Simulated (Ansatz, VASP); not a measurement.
**One calculation of ScAs2, two programs**

```
Sc As
1.0
    -2.65409    2.65409    2.65419
     2.65409   -2.65409    2.65419
     2.65409    2.65409   -2.65419
Sc As
1 2
Direct
  0.00000 0.00000 0.00000
  0.01551 0.51551 0.50000
  0.48449 0.98449 0.50000
```

Alike in both runs: task relaxation of cell and atoms; functional PBE; k mesh 12 × 12 × 12; occupations gaussian, width 0.1 eV; no spin polarisation.

|  | VASP | Ansatz |
| --- | --- | --- |
| version | VASP 6.6.1 | Ansatz 0.2.0 |
| potentials or method | VASP PAW PBE potentials, release 64 (Sc_sv, As), cutoff 600 eV | scalar-relativistic, plane waves, PAW |
| valence electrons in the cell | 21 | 41 |

```csv
,VASP,Ansatz,Ansatz less VASP
"gap on the k mesh at the Fermi level, each at its own relaxed structure (eV)",none,none,-
relaxed volume (Å³/atom),24.82,24.76,-0.058
relaxed length of the cell vector where the two differ most in proportion (Å),4.591,4.587,-0.0036
```

A gap of «none» marks a metal or a gap that the smearing closes. VASP's potentials hold 21 valence electrons a cell and Ansatz's 41, so a difference there can come from the potentials and not from the codes.
